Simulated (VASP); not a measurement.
In, 3 atoms in the cell. The structure is trigonal, space group R-3m (No. 166). The conventional cell has a = 3.328 Å, b = 3.328 Å, c = 24.540 Å, α = 90.00°, β = 90.00°, γ = 120.00°. Within 4.4 Å of In (site symmetry -3m) lie 12 In at 3.33 to 3.34 Å. In (site symmetry 3m) has 12 In at 3.33 to 3.34 Å within 4.4 Å. 

| Property | Result |
| --- | --- |
| Program | VASP 6.6.1 |
| Task | electric field gradients |
| Functional | PBE |
| Potentials or basis | VASP PAW PBE potentials, release 64 (In_d) |
| Cutoff | 520 eV |
| k mesh | 14 × 14 × 14 |
| Occupations | fermi-dirac, width 0.05 eV |
| Spin | no spin polarisation |
| Dipole correction | no |
| Further INCAR settings | ALGO = Normal; EDIFF = 1e-08; NBANDS = 26 |

Potentials or basis: VASP PAW PBE potentials, release 64 (In_d).

Command:

```sh
$ cat potpaw_PBE.64/In_d/POTCAR > POTCAR
$ mpirun -np 1 vasp_std > vasp.out
```

Hardware: 1 thread of Intel Xeon 8259CL, on a shared host.

Q: How long does it take, and how much memory?

A: Run time: 92 min on 1 thread of Intel Xeon 8259CL (shared host), peak memory 0.81 GiB. Counts: scf iterations 15, k points 288.
